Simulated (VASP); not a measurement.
# SnO (Pm-3m) in VASP: notebook

SnO is run at these levels: PBEsol, r2SCAN+rVV10; tasks: single point, relaxation of cell and atoms.

Program: VASP 6.6.1. These are calculated values, not measurements. Logs are shortened: lines on timing, memory, paths and dates and some standing lists are left out, and cuts for length are marked.

**1. The cell of the first run**

The structure is cubic, space group Pm-3m (No. 221). The conventional cell has a = 3.083 Å, b = 3.083 Å, c = 3.083 Å, α = 90.00°, β = 90.00°, γ = 90.00°. Within 3.5 Å of Sn (site symmetry m-3m) lie 8 O at 2.67 Å and 6 Sn at 3.08 Å. Within 3.5 Å of O (site symmetry m-3m) lie 8 Sn at 2.67 Å and 6 O at 3.08 Å.

**2. Single point, PBEsol**

INCAR

```
ALGO     = Normal         # electronic algorithm
EDIFF    = 1E-6           # SCF threshold, eV
ENCUT    = 520            # plane-wave cutoff, eV
GGA      = PS             # functional
ISIF     = 2              # what is computed and relaxed
ISMEAR   = -1             # smearing method
LASPH    = T              # aspherical terms in the spheres
LCHARG   = F              # write CHGCAR
LREAL    = F              # projectors in reciprocal space
LWAVE    = F              # write WAVECAR
NBANDS   = 17             # bands
NELM     = 100            # most SCF steps
PREC     = Accurate       # precision mode
SIGMA    = 0.03           # smearing width, eV
```

KPOINTS

```
k-points
0
Gamma
  6 6 6
```

POSCAR

```
SnO
1.0
    3.0834211944      0.0000000000      0.0000000000
    0.0000000000      3.0834211944      0.0000000000
    0.0000000000      0.0000000000      3.0834211944
Sn O
1 1
Direct
    0.0000000000      0.0000000000      0.0000000000
    0.5000000000      0.5000000000      0.5000000000
```

Potentials or basis: VASP PAW PBE potentials, release 64 (Sn_d, O).

Command:

```
$ cat potpaw_PBE.64/Sn_d/POTCAR potpaw_PBE.64/O/POTCAR > POTCAR
$ mpirun -np 1 vasp_std > vasp.out
```

OUTCAR:

```text
EDIFF = 1E-6
   ENCUT = 520
   GGA = PS
   ISIF = 2
   ISMEAR = -1
   LASPH = T
   LREAL = F
   NELM = 100
   PREC = Accurate

 ion  position               nearest neighbor table
   1  0.000  0.000  0.000-   2 2.67   2 2.67   2 2.67   2 2.67   2 2.67   2 2.67   2 2.67   2 2.67

   2  0.500  0.500  0.500-   1 2.67   1 2.67   1 2.67   1 2.67   1 2.67   1 2.67   1 2.67   1 2.67

  LATTYP: Found a simple cubic cell.
 ALAT       =     3.0834211944

  Lattice vectors:

 A1 = (   3.0834211944,   0.0000000000,   0.0000000000)
 A2 = (   0.0000000000,   3.0834211944,   0.0000000000)
 A3 = (   0.0000000000,   0.0000000000,   3.0834211944)

Analysis of symmetry for initial positions (statically):
=====================================================================
 Subroutine PRICEL returns:
 Original cell was already a primitive cell.

 Routine SETGRP: Setting up the symmetry group for a
 simple cubic supercell.

 Subroutine GETGRP returns: Found 48 space group operations
 (whereof 48 operations were pure point group operations)
 out of a pool of 48 trial point group operations.

The static configuration has the point symmetry O_h .

Analysis of symmetry for dynamics (positions and initial velocities):
=====================================================================
 Subroutine PRICEL returns:
 Original cell was already a primitive cell.

 Routine SETGRP: Setting up the symmetry group for a
 simple cubic supercell.

 Subroutine GETGRP returns: Found 48 space group operations
 (whereof 48 operations were pure point group operations)
 out of a pool of 48 trial point group operations.

The dynamic configuration has the point symmetry O_h .

 Subroutine INISYM returns: Found 48 space group operations
 (whereof 48 operations are pure point group operations),
 and found     1 'primitive' translations

----------------------------------------------------------------------------------------

                                     Primitive cell

  volume of cell :      29.3156

  direct lattice vectors                    reciprocal lattice vectors
     3.083421194  0.000000000  0.000000000     0.324315083  0.000000000  0.000000000
     0.000000000  3.083421194  0.000000000     0.000000000  0.324315083  0.000000000
     0.000000000  0.000000000  3.083421194     0.000000000  0.000000000  0.324315083

  length of vectors
     3.083421194  3.083421194  3.083421194     0.324315083  0.324315083  0.324315083

  position of ions in fractional coordinates (direct lattice)
     0.000000000  0.000000000  0.000000000
     0.500000000  0.500000000  0.500000000

  ion indices of the primitive-cell ions
   primitive index   ion index
                 1           1
                 2           2

----------------------------------------------------------------------------------------

 KPOINTS: k-points

Automatic generation of k-mesh.
 Grid dimensions read from file:
 generate k-points for:    6    6    6

 Generating k-lattice:

  Cartesian coordinates                     Fractional coordinates (reciprocal lattice)
     0.054052514  0.000000000  0.000000000     0.166666667  0.000000000  0.000000000
     0.000000000  0.054052514  0.000000000     0.000000000  0.166666667  0.000000000
     0.000000000  0.000000000  0.054052514     0.000000000  0.000000000  0.166666667

  Length of vectors
     0.054052514  0.054052514  0.054052514

  Shift w.r.t. Gamma in fractional coordinates (k-lattice)
     0.000000000  0.000000000  0.000000000

 Subroutine IBZKPT returns following result:
 ===========================================

 Found     20 irreducible k-points:

 Following reciprocal coordinates:
            Coordinates               Weight
  0.000000  0.000000  0.000000      1.000000
  0.166667  0.000000  0.000000      6.000000
  0.333333  0.000000  0.000000      6.000000
  0.500000  0.000000  0.000000      3.000000
  0.166667  0.166667  0.000000     12.000000
  0.333333  0.166667  0.000000     24.000000
[... 12 lines left out ...]
  0.500000  0.500000  0.333333      6.000000
  0.500000  0.500000  0.500000      1.000000
   k-points           NKPTS =     20   k-points in BZ     NKDIM =     20   number of bands    NBANDS=     17
   number of dos      NEDOS =    301   number of ions     NIONS =      2
   total plane-waves  NPLWV =  13824
   dimension x,y,z NGX =    24 NGY =   24 NGZ =   24
   dimension x,y,z NGXF=    48 NGYF=   48 NGZF=   48
   ions per type =               1   1
   NGX,Y,Z   is equivalent  to a cutoff of  12.94, 12.94, 12.94 a.u.
   NGXF,Y,Z  is equivalent  to a cutoff of  25.88, 25.88, 25.88 a.u.
 SYSTEM =  unknown system
   PREC   = accura    normal or accurate (medium, high low for compatibility)
   ISTART =      0    job   : 0-new  1-cont  2-samecut
   ICHARG =      2    charge: 1-file 2-atom 10-const
   ISPIN  =      1    spin polarized calculation?
   LNONCOLLINEAR =      F non collinear calculations
   LSORBIT =      F    spin-orbit coupling
   LASPH  =      T    aspherical Exc in radial PAW
   ENCUT  =  520.0 eV  38.22 Ry    6.18 a.u.   5.73  5.73  5.73*2*pi/ulx,y,z
   NELM   =    100;   NELMIN=  2; NELMDL= -5     # of ELM steps
   EDIFF  = 0.1E-05   stopping-criterion for ELM
   LREAL  =      F    real-space projection
   EDIFFG = 0.1E-04   stopping-criterion for IOM
   NSW    =      0    number of steps for IOM
   IBRION =     -1    ionic relax: 0-MD 1-quasi-New 2-CG
   NFREE  =      0    steps in history (QN), initial steepest desc. (CG)
   ISIF   =      2    stress and relaxation
   ISYM   =      2    0-nonsym 1-usesym 2-fastsym
   POTIM  = 0.5000    time-step for ionic-motion
   TEBEG  =    0.0;   TEEND  =   0.0 temperature during run
   PSTRESS=    0.0 pullay stress
   NELECT =      20.0000    total number of electrons
   NUPDOWN=      -1.0000    fix difference up-down
   EMIN   =  10.00;   EMAX   =-10.00  energy-range for DOS
   EFERMI =   0.00;   METHOD = LEGACY
   ISMEAR =    -1;   SIGMA  =   0.03  broadening in eV -4-tet -1-fermi 0-gaus
   EFERMI_NEDOS =   21; number of points for ismear=-14 and -15
   IALGO  =     38    algorithm
   IMIX   =      4    mixing-type and parameters
     AMIX     =   0.40;   BMIX     =  1.00
     AMIX_MAG =   1.60;   BMIX_MAG =  1.00
  volume/ion in A,a.u.               =      14.66        98.92
  Fermi-wavevector in a.u.,A,eV,Ry     =   1.441181  2.723438 28.259352  2.077004
  Thomas-Fermi vector in A             =   2.559842
   LORBIT       =      0    0 simple, 1 ext, 2 COOP (PROOUT), +10 PAW based schemes
   GGA     = PS    functional components
   LHFCALC =     F    Hartree Fock is set to
   AEXX    =    0.0000 exact exchange contribution
   IVDW    =     0    specifies the selected vdW correction
   LEPSILON=     F    determine dielectric tensor
   LRPA    =     F    only Hartree local field effects (RPA)
 non-spin polarized calculation
  energy-cutoff  :      520.00
  volume of cell :       29.32
 maximum number of plane-waves:       840
 NGX is ok and might be reduce to    24
   NGX = 11   NGY = 11   NGZ = 11

 number of electron      20.0000003 magnetization

 Free energy of the ion-electron system (eV)
  ---------------------------------------------------
  ext. energy  EPLUGINS =         0.00000000
  ---------------------------------------------------
  free energy    TOTEN  =       -10.62907921 eV

  energy without entropy =      -10.62757027  energy(sigma->0) =      -10.62832474

 E-fermi :   8.3756     XC(G=0): -11.7273

 val. band max:        8.3040199969   @ k =   0.5000   0.1667   0.0000
 cond. band min:       8.3956086992   @ k =   0.5000   0.5000   0.5000
 fundamental gap:      0.0915887023
 Fermi energy:         8.3755531956

 k-point     1 :       0.0000    0.0000    0.0000
  band No.  band energies     occupation
      1     -13.1041      2.00000
      2     -13.1041      2.00000
      3     -12.7001      2.00000
      4     -12.7001      2.00000
      5     -12.7001      2.00000
      6      -9.6735      2.00000
[... 9 lines left out ...]
     16      28.0944      0.00000
     17      28.1927      0.00000

 k-point     2 :       0.1667    0.0000    0.0000
  band No.  band energies     occupation
      1     -13.0994      2.00000
      2     -13.0314      2.00000
      3     -12.7264      2.00000
      4     -12.7264      2.00000
      5     -12.6979      2.00000
      6      -9.4988      2.00000
[... 9 lines left out ...]
     16      25.3558      0.00000
     17      26.9355      0.00000

 k-point     3 :       0.3333    0.0000    0.0000
  band No.  band energies     occupation
      1     -13.0900      2.00000
      2     -12.8857      2.00000
      3     -12.7784      2.00000
      4     -12.7784      2.00000
      5     -12.6936      2.00000
      6      -9.1085      2.00000
[... 9 lines left out ...]
     16      23.1785      0.00000
     17      26.2494      0.00000

 k-point     4 :       0.5000    0.0000    0.0000
  band No.  band energies     occupation
      1     -13.0853      2.00000
      2     -12.8129      2.00000
      3     -12.8041      2.00000
      4     -12.8041      2.00000
      5     -12.6914      2.00000
      6      -8.8881      2.00000
[... 9 lines left out ...]
     16      25.8288      0.00000
     17      26.3012      0.00000
[... 263 lines left out ...]
      1     -12.9355      2.00000
      2     -12.8967      2.00000
      3     -12.8612      2.00000
      4     -12.7352      2.00000
      5     -12.6552      2.00000
      6      -8.2077      2.00000
[... 9 lines left out ...]
     16      21.5908      0.00000
     17      30.0391      0.00000

 k-point    19 :       0.5000    0.5000    0.3333
  band No.  band energies     occupation
      1     -12.9564      2.00000
      2     -12.8932      2.00000
      3     -12.8932      2.00000
      4     -12.6940      2.00000
      5     -12.6105      2.00000
      6      -8.1469      2.00000
[... 9 lines left out ...]
     16      21.2573      0.00000
     17      29.4836      0.00000

 k-point    20 :       0.5000    0.5000    0.5000
  band No.  band energies     occupation
      1     -12.9281      2.00000
      2     -12.9281      2.00000
      3     -12.9281      2.00000
      4     -12.6090      2.00000
      5     -12.6090      2.00000
      6      -8.1266      2.00000
[... 9 lines left out ...]
     16      21.0701      0.00000
     17      28.6131      0.00000

------------------------ aborting loop because EDIFF is reached ----------------------------------------

  FORCE on cell =-STRESS in cart. coord.  units (eV):
  Direction    XX          YY          ZZ          XY          YZ          ZX
  --------------------------------------------------------------------------------------
  -------------------------------------------------------------------------------------
  Total       -0.0047966     -0.0047966     -0.0047966      0.0000000      0.0000000      0.0000000
  in kB       -0.2621489     -0.2621489     -0.2621489      0.0000000      0.0000000      0.0000000
  external PRESSURE =      -0.2621489 kB  Pullay stress =       0.0000000 kB

 VOLUME and BASIS-vectors are now :
 -----------------------------------------------------------------------------
  energy-cutoff  :      520.00
  volume of cell :       29.32
      direct lattice vectors                 reciprocal lattice vectors
     3.083421194  0.000000000  0.000000000     0.324315083  0.000000000  0.000000000
     0.000000000  3.083421194  0.000000000     0.000000000  0.324315083  0.000000000
     0.000000000  0.000000000  3.083421194     0.000000000  0.000000000  0.324315083

 POSITION                                       TOTAL-FORCE (eV/Angst)
 -----------------------------------------------------------------------------------
      0.00000      0.00000      0.00000         0.000000      0.000000      0.000000
      1.54171      1.54171      1.54171         0.000000      0.000000      0.000000
 -----------------------------------------------------------------------------------
    total drift:                                0.000000      0.000000     -0.000000

  FREE ENERGIE OF THE ION-ELECTRON SYSTEM (eV)
  ---------------------------------------------------
  free  energy   TOTEN  =       -10.6290792132 eV

  energy  without entropy=      -10.6275702742  energy(sigma->0) =      -10.62832474
```

Wall time 15 s (1 thread of AMD EPYC 7R13, shared host); peak memory 0.11 GiB.

Results:

```yaml
Free_energy: -10.6291 eV
Pressure: 0.0 GPa
Band_gap_on_the_k_mesh: 0.09 eV, indirect (least direct gap 0.85 eV)
```

Caveat: the PAW data sets were made with another functional, which shifts forces and pressure a little; spin-orbit coupling is left out, which moves the levels of the heavy elements. A k mesh can miss the band edges.

**3. Relaxation of cell and atoms, PBEsol**

This run uses another cell than the first one, of 17.77 Å³/atom, 1.212 times its volume.

INCAR

```
SYSTEM = SnO
ALGO = Normal
EDIFF = 1E-6
EDIFFG = -0.01
ENCUT = 600
GGA = PS
IBRION = 2
ISIF = 3
ISMEAR = -1
LASPH = .True.
LCHARG = .False.
LREAL = .False.
LWAVE = .False.
NELM = 100
NSW = 100
PREC = Accurate
SIGMA = 0.03
```

KPOINTS

```
k-points
0
Gamma
  6 6 6
  0 0 0
```

POSCAR

```
SnO
1.0
    3.2877506200      0.0000000000      0.0000000000
    0.0000000000      3.2877506200      0.0000000000
    0.0000000000      0.0000000000      3.2877506200
Sn O
1 1
Direct
    0.0000000000      0.0000000000      0.0000000000
    0.5000000000      0.5000000000      0.5000000000
```

Potentials or basis: VASP PAW PBE potentials, release 64 (Sn_d, O).

Command:

```
$ cat potpaw_PBE.64/Sn_d/POTCAR potpaw_PBE.64/O/POTCAR > POTCAR
$ mpirun -np 1 vasp_std > vasp.out
```

Run time: 2 min. Hardware: 1 thread of AMD EPYC 7R13, shared host; peak memory 0.14 GiB.

The run converged. Its results:

- Free energy: -10.6386 eV
- Relaxed volume: 14.66 Å³/atom
- Relaxed cell: a = 3.083 Å, b = 3.083 Å, c = 3.083 Å, α = 90.00°, β = 90.00°, γ = 90.00°
- Space group after relaxing (to 0.05 Å): Pm-3m (No. 221)
- Energy gained by relaxing: 164.8 meV/atom
- Ionic steps: 15
- Pressure after relaxing: 0.0 GPa
- Band gap on the k mesh: 0.09 eV, indirect (least direct gap 0.85 eV)

Step by step:
```csv
step,energy change (eV),largest force (eV/Å),pressure (GPa),volume (Å³)
1,0.0000,0.0000,-14.26,35.54
2,-0.3082,0.0000,5.53,28.01
3,-0.3295,0.0000,0.14,29.28
4,-0.3295,0.0000,-0.33,29.40
5,-0.3295,0.0000,-0.35,29.40
6,-0.3295,0.0000,-0.27,29.39
7,-0.3295,0.0000,-0.29,29.39
8,-0.3295,0.0000,-0.30,29.39
9,-0.3295,0.0000,-0.31,29.39
10,-0.3295,0.0000,-0.32,29.39
11,-0.3295,0.0000,-0.30,29.38
12,-0.3295,0.0000,-0.25,29.38
13,-0.3295,0.0000,-0.19,29.37
14,-0.3295,0.0000,-0.14,29.35
15,-0.3296,0.0000,0.03,29.32
```

Final structure:
```cif
data_structure
_symmetry_space_group_name_H-M 'P 1'
_symmetry_Int_Tables_number 1
_cell_length_a 3.0834
_cell_length_b 3.0834
_cell_length_c 3.0834
_cell_angle_alpha 90.000
_cell_angle_beta 90.000
_cell_angle_gamma 90.000
_cell_volume 29.32
loop_
_atom_site_label
_atom_site_type_symbol
_atom_site_fract_x
_atom_site_fract_y
_atom_site_fract_z
_atom_site_occupancy
Sn1 Sn 0.00000 0.00000 0.00000 1
O1 O 0.50000 0.50000 0.50000 1
```

Levels at points of the mesh, in eV from the valence-band top:
| k point | band 8 | band 9 | band 10 | band 11 | band 12 | band 13 |
| --- | --- | --- | --- | --- | --- | --- |
| (0.00, 0.00, 0.00) | -2.44 | -2.44 | -2.44 | 8.24 | 8.49 | 8.49 |
| (0.50, 0.00, 0.00) | -1.64 | -1.64 | -0.89 | 0.77 | 7.52 | 7.52 |
| (0.50, 0.50, 0.00) | -5.53 | -4.55 | -1.51 | 3.76 | 3.76 | 8.91 |
| (0.50, 0.50, 0.50) | -3.27 | -3.27 | -0.87 | 0.09 | 0.09 | 0.09 |

Caveat: the volume moved by over 15 % at a fixed basis, so the end points are rough; the PAW data sets were made with another functional, which shifts forces and pressure a little; spin-orbit coupling is left out, which moves the levels of the heavy elements. A k mesh can miss the band edges.

(Part 1 of 2 ends here.)
